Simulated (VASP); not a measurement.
# InSe (R3m) in VASP: settings compared

InSe is run at these levels: LDA, PBEsol; tasks: single point.

Program: VASP 6.6.1. These are calculated values, not measurements. Logs are shortened: lines on timing, memory, paths and dates and some standing lists are left out, and cuts for length are marked.

**The experiment to reproduce.**

“The Interaction of Hydrogen with the van der Waals Crystal γ-InSe”, 2020, pmc:7321205 reports, for a bulk crystal of InSe at 300 K: band gap 1.25 eV.

How close the calculation comes is told below.

## Step 1: The cell of the first run

Symmetry: R3m, No. 160, trigonal system. Conventional cell: a = 3.974 Å, b = 3.974 Å, c = 24.397 Å, α = 90.00°, β = 90.00°, γ = 120.00°. Within 3.5 Å of In (site symmetry 3m) lie 3 Se at 2.62 Å and 1 In at 2.74 Å. Within 3.5 Å of In (site symmetry 3m) lie 3 Se at 2.62 Å and 1 In at 2.74 Å. Se (site symmetry 3m) has 3 In at 2.62 Å within 3.5 Å. Se (site symmetry 3m) has 3 In at 2.62 Å within 3.5 Å.

## Step 2: Single point, LDA

Input file INCAR:

```
SYSTEM = InSe
PREC     = Accurate       ! precision mode
ENCUT    = 520            ! plane-wave cutoff, eV
EDIFF    = 1E-6           ! SCF threshold, eV
ISMEAR   = -1             ! smearing method
SIGMA    = 0.05           ! smearing width, eV
LREAL    = .False.        ! projectors in reciprocal space
LASPH    = .True.         ! aspherical terms in the spheres
NELM     = 80             ! most SCF steps
ALGO     = Normal         ! electronic algorithm
ISIF     = 2              ! what is computed and relaxed
LWAVE    = .False.        ! write WAVECAR
LCHARG   = .False.        ! write CHGCAR
NBANDS   = 27             ! bands
```

Input file KPOINTS:

```
regular mesh
0
Gamma
  8 8 8
  0 0 0
```

Input file POSCAR:

```
InSe
1.0
    1.9868210655      1.1470916770      8.1322605311
   -1.9868210655      1.1470916770      8.1322605311
    0.0000000000     -2.2941833540      8.1322605311
In Se
2 2
Direct
    0.8881120424      0.8881120424      0.8881120424
    0.0005204064      0.0005204064      0.0005204064
    0.1695593795      0.1695593795      0.1695593795
    0.3858081717      0.3858081717      0.3858081717
```

Potentials or basis: VASP PAW LDA potentials, release 64 (In_d, Se).

Launch:

```bash
> cat potpaw_LDA.64/In_d/POTCAR potpaw_LDA.64/Se/POTCAR > POTCAR
> mpirun -np 1 vasp_std > vasp.out
```

OUTCAR:

```text
SYSTEM = InSe
   PREC = Accurate
   ENCUT = 520
   EDIFF = 1E-6
   ISMEAR = -1
   LREAL = .False.
   LASPH = .True.
   NELM = 80
   ISIF = 2

 ion  position               nearest neighbor table
   1  0.888  0.888  0.888-   3 2.62   3 2.62   3 2.62   2 2.74
   2  0.001  0.001  0.001-   4 2.62   4 2.62   4 2.62   1 2.74
   3  0.170  0.170  0.170-   1 2.62   1 2.62   1 2.62
   4  0.386  0.386  0.386-   2 2.62   2 2.62   2 2.62

  LATTYP: Found a trigonal (rhomboedric) cell.
 ALAT       =     8.4496709171
 COS(alpha) =     0.8894222071

  Lattice vectors:

 A1 = (   1.9868210655,   1.1470916770,   8.1322605311)
 A2 = (  -1.9868210655,   1.1470916770,   8.1322605311)
 A3 = (   0.0000000000,  -2.2941833540,   8.1322605311)

Analysis of symmetry for initial positions (statically):
=====================================================================
 Subroutine PRICEL returns:
 Original cell was already a primitive cell.

 Routine SETGRP: Setting up the symmetry group for a
 trigonal (rhombohedral) supercell.

 Subroutine GETGRP returns: Found  6 space group operations
 (whereof  6 operations were pure point group operations)
 out of a pool of 12 trial point group operations.

The static configuration has the point symmetry C_3v.

Analysis of symmetry for dynamics (positions and initial velocities):
=====================================================================
 Subroutine PRICEL returns:
 Original cell was already a primitive cell.

 Routine SETGRP: Setting up the symmetry group for a
 trigonal (rhombohedral) supercell.

 Subroutine GETGRP returns: Found  6 space group operations
 (whereof  6 operations were pure point group operations)
 out of a pool of 12 trial point group operations.

The dynamic configuration has the point symmetry C_3v.

 Subroutine INISYM returns: Found  6 space group operations
 (whereof  6 operations are pure point group operations),
 and found     1 'primitive' translations

----------------------------------------------------------------------------------------

                                     Primitive cell

  volume of cell :     111.2037

  direct lattice vectors                    reciprocal lattice vectors
     1.986821066  1.147091677  8.132260531     0.251658294  0.145294984  0.040989013
    -1.986821066  1.147091677  8.132260531    -0.251658294  0.145294984  0.040989013
     0.000000000 -2.294183354  8.132260531     0.000000000 -0.290589968  0.040989013

[... 86 lines left out ...]
   NELM   =     80;   NELMIN=  2; NELMDL= -5     # of ELM steps
   EDIFF  = 0.1E-05   stopping-criterion for ELM
   LREAL  =      F    real-space projection
   EDIFFG = 0.1E-04   stopping-criterion for IOM
   NSW    =      0    number of steps for IOM
   IBRION =     -1    ionic relax: 0-MD 1-quasi-New 2-CG
   NFREE  =      0    steps in history (QN), initial steepest desc. (CG)
   ISIF   =      2    stress and relaxation
   ISYM   =      2    0-nonsym 1-usesym 2-fastsym
   POTIM  = 0.5000    time-step for ionic-motion
   TEBEG  =    0.0;   TEEND  =   0.0 temperature during run
   PSTRESS=    0.0 pullay stress
   NELECT =      38.0000    total number of electrons
   NUPDOWN=      -1.0000    fix difference up-down
   EMIN   =  10.00;   EMAX   =-10.00  energy-range for DOS
   EFERMI =   0.00;   METHOD = LEGACY
   ISMEAR =    -1;   SIGMA  =   0.05  broadening in eV -4-tet -1-fermi 0-gaus
   EFERMI_NEDOS =   21; number of points for ismear=-14 and -15
   IALGO  =     38    algorithm
   IMIX   =      4    mixing-type and parameters
     AMIX     =   0.40;   BMIX     =  1.00
     AMIX_MAG =   1.60;   BMIX_MAG =  1.00
  volume/ion in A,a.u.               =      27.80       187.61
  Fermi-wavevector in a.u.,A,eV,Ry     =   1.144536  2.162860 17.823132  1.309963
  Thomas-Fermi vector in A             =   2.281228
   LORBIT       =      0    0 simple, 1 ext, 2 COOP (PROOUT), +10 PAW based schemes
   GGA     = CA    functional components
   LHFCALC =     F    Hartree Fock is set to
   AEXX    =    0.0000 exact exchange contribution
   IVDW    =     0    specifies the selected vdW correction
   LEPSILON=     F    determine dielectric tensor
   LRPA    =     F    only Hartree local field effects (RPA)
 non-spin polarized calculation
  energy-cutoff  :      520.00
  volume of cell :      111.20
 maximum number of plane-waves:      3037
   NGX = 31   NGY = 31   NGZ = 31

 number of electron      38.0000000 magnetization

 Free energy of the ion-electron system (eV)
  ---------------------------------------------------
  ext. energy  EPLUGINS =         0.00000000
  ---------------------------------------------------
  free energy    TOTEN  =       -16.67053029 eV

  energy without entropy =      -16.67033258  energy(sigma->0) =      -16.67043144

 E-fermi :   4.6576     XC(G=0):  -9.4989

 val. band max:        4.5418737015   @ k =   0.5000   0.5000   0.5000
 cond. band min:       4.7489347563   @ k =   0.5000   0.5000   0.5000
 fundamental gap:      0.2070610548
 Fermi energy:         4.6575696309

 k-point     1 :       0.0000    0.0000    0.0000
  band No.  band energies     occupation
      1     -10.4174      2.00000
      2     -10.1964      2.00000
      3     -10.1964      2.00000
      4     -10.0951      2.00000
      5     -10.0951      2.00000
      6     -10.0864      2.00000
[... 709 lines left out ...]
     26      10.8775      0.00000
     27      11.3706      0.00000

 [... further k-points ...]

------------------------ aborting loop because EDIFF is reached ----------------------------------------

  FORCE on cell =-STRESS in cart. coord.  units (eV):
  Direction    XX          YY          ZZ          XY          YZ          ZX
  --------------------------------------------------------------------------------------
  -------------------------------------------------------------------------------------
  Total        0.1042860      0.1042860      0.1089896      0.0000000      0.0000000      0.0000000
  in kB        1.5025091      1.5025091      1.5702773      0.0000000      0.0000000      0.0000000
  external PRESSURE =       1.5250985 kB  Pullay stress =       0.0000000 kB

 VOLUME and BASIS-vectors are now :
 -----------------------------------------------------------------------------
  energy-cutoff  :      520.00
  volume of cell :      111.20
      direct lattice vectors                 reciprocal lattice vectors
     1.986821066  1.147091677  8.132260531     0.251658294  0.145294984  0.040989013
    -1.986821066  1.147091677  8.132260531    -0.251658294  0.145294984  0.040989013
     0.000000000 -2.294183354  8.132260531     0.000000000 -0.290589968  0.040989013

 POSITION                                       TOTAL-FORCE (eV/Angst)
 -----------------------------------------------------------------------------------
      0.00000      0.00000     21.66708         0.000000      0.000000      0.014239
      0.00000      0.00000      0.01270         0.000000      0.000000     -0.014181
      0.00000      0.00000      4.13670         0.000000      0.000000     -0.028515
      0.00000      0.00000      9.41248         0.000000     -0.000000      0.028456
 -----------------------------------------------------------------------------------
    total drift:                               -0.000000      0.000000     -0.000282

  FREE ENERGIE OF THE ION-ELECTRON SYSTEM (eV)
  ---------------------------------------------------
  free  energy   TOTEN  =       -16.6705302880 eV

  energy  without entropy=      -16.6703325849  energy(sigma->0) =      -16.67043144
```

OSZICAR:

```text
N       E                     dE             d eps       ncg     rms          rms(c)
DAV:   1     0.340984605352E+03    0.34098E+03   -0.17361E+04  3510   0.158E+03
DAV:   2     0.238146917563E+02   -0.31717E+03   -0.30798E+03  3580   0.391E+02
DAV:   3    -0.153104304960E+02   -0.39125E+02   -0.38302E+02  4432   0.147E+02
DAV:   4    -0.170917989340E+02   -0.17814E+01   -0.17761E+01  4145   0.320E+01
DAV:   5    -0.171686971555E+02   -0.76898E-01   -0.76884E-01  5376   0.649E+00    0.716E+00
DAV:   6    -0.167208592345E+02    0.44784E+00   -0.80742E-01  4924   0.147E+01    0.438E+00
DAV:   7    -0.166767836926E+02    0.44076E-01   -0.32476E-01  4745   0.400E+00    0.109E+00
DAV:   8    -0.166713215188E+02    0.54622E-02   -0.27931E-02  5388   0.186E+00    0.578E-01
DAV:   9    -0.166705035495E+02    0.81797E-03   -0.46503E-03  4335   0.443E-01    0.144E-01
DAV:  10    -0.166705222742E+02   -0.18725E-04   -0.28447E-04  5358   0.119E-01    0.854E-02
DAV:  11    -0.166705333338E+02   -0.11060E-04   -0.45759E-05  4470   0.678E-02    0.166E-02
DAV:  12    -0.166705299807E+02    0.33531E-05   -0.98221E-06  5002   0.293E-02    0.139E-02
DAV:  13    -0.166705302880E+02   -0.30732E-06   -0.15883E-06  2772   0.756E-03
   1 F= -.16670530E+02 E0= -.16670431E+02  d E =-.197703E-03
```

Wall time 7.1 min (1 thread of Intel Xeon 6975P-C (Granite Rapids), shared host); peak memory 0.51 GiB.

What came out:

```yaml
Free_energy: -16.6705 eV
Pressure: 0.2 GPa
Largest_force: 0.029 eV/Å
Band_gap_on_the_k_mesh: 0.21 eV
```

Forces in eV/Å, atoms in the order of the input:
```
In   0.000  0.000  0.014
In   0.000  0.000 -0.014
Se   0.000  0.000 -0.029
Se   0.000  0.000  0.028
```

Levels at points of the mesh, in eV from the valence-band top:
```csv
k point,band 16,band 17,band 18,band 19,band 20,band 21,band 22,band 23
"(0.00, 0.00, 0.00)",-1.47,-1.47,-1.31,-1.31,1.70,1.92,4.18,4.18
"(0.50, 0.00, 0.00)",-2.66,-2.57,-2.36,-1.81,0.91,1.90,3.56,3.89
"(0.50, 0.50, 0.00)",-2.90,-2.75,-2.14,-1.66,0.92,1.88,3.13,3.34
"(0.50, 0.50, 0.50)",-1.55,-1.22,-1.22,0.00,0.21,1.97,4.06,4.06
```

Caveat: spin-orbit coupling is left out, which moves the levels of the heavy elements.

## Step 3: Single point, PBEsol

This run uses another cell than the first one, of 29.33 Å³/atom.

Input file INCAR:

```
ALGO = Normal
EDIFF = 1E-6
ENCUT = 520
GGA = PS
ISIF = 2
ISMEAR = -1
LASPH = T
LCHARG = F
LREAL = F
LWAVE = F
NBANDS = 27
NELM = 100
PREC = Accurate
SIGMA = 0.05
```

Input file KPOINTS:

```
k-points
0
Gamma
  8 8 8
```

Input file POSCAR:

```
InSe
1.0
    2.0046907078      1.1574087198      8.4279876929
   -2.0046907078      1.1574087198      8.4279876929
    0.0000000000     -2.3148174396      8.4279876929
In Se
2 2
Direct
    0.8894208122      0.8894208122      0.8894208122
   -0.0007606264     -0.0007606264     -0.0007606264
    0.1722638457      0.1722638457      0.1722638457
    0.3830759685      0.3830759685      0.3830759685
```

Potentials or basis: VASP PAW PBE potentials, release 64 (In_d, Se).

Launch:

```bash
> cat potpaw_PBE.64/In_d/POTCAR potpaw_PBE.64/Se/POTCAR > POTCAR
> mpirun -np 1 vasp_std > vasp.out
```

It took 12 min on 1 thread of Intel Xeon 6975P-C (Granite Rapids), shared host; peak memory 0.75 GiB.

It converged, with:

```yaml
Free_energy: -15.5982 eV
Pressure: 0.1 GPa
Largest_force: 0.019 eV/Å
Band_gap_on_the_k_mesh: 0.35 eV
```

Forces on the atoms (eV/Å):
```
In   0.000  0.000  0.018
In   0.000  0.000 -0.019
Se   0.000  0.000 -0.019
Se   0.000  0.000  0.019
```

Levels at points of the mesh, in eV from the valence-band top:
| k point | band 16 | band 17 | band 18 | band 19 | band 20 | band 21 | band 22 | band 23 |
| --- | --- | --- | --- | --- | --- | --- | --- | --- |
| (0.00, 0.00, 0.00) | -1.28 | -1.28 | -1.20 | -1.20 | 1.63 | 2.00 | 4.31 | 4.31 |
| (0.50, 0.00, 0.00) | -2.37 | -2.31 | -2.23 | -1.69 | 1.13 | 1.92 | 3.62 | 3.91 |
| (0.50, 0.50, 0.00) | -2.63 | -2.48 | -2.03 | -1.54 | 1.14 | 1.91 | 3.26 | 3.54 |
| (0.50, 0.50, 0.50) | -1.35 | -1.11 | -1.11 | 0.00 | 0.35 | 2.07 | 4.22 | 4.22 |

Caveat: the PAW data sets were made with another functional, which shifts forces and pressure a little; spin-orbit coupling is left out, which moves the levels of the heavy elements.

## Step 4: Comparison with measurements

Step 2. Against the measured gap of InSe, 1.25 eV (300 K; “The Interaction of Hydrogen with the van der Waals Crystal γ-InSe”, 2020, pmc:7321205), the calculated 0.21 eV is off by -1.04 eV. So large a miss can be the level of theory's own, or it may mean another phase, state or a wrong row. Spin-orbit coupling on In, Se is left out. The value is that of LDA on a finite k mesh, which can miss the band edges, without temperature or zero-point motion. Semilocal functionals fall short of measured gaps as a rule.

Step 3. Measured gap of InSe: 1.25 eV (300 K; “The Interaction of Hydrogen with the van der Waals Crystal γ-InSe”, 2020, pmc:7321205). This calculation gives 0.35 eV (-0.90 eV). Spin-orbit coupling on In, Se is left out. The value is that of PBEsol on a finite k mesh, which can miss the band edges, without temperature or zero-point motion. Semilocal functionals fall short of measured gaps as a rule.
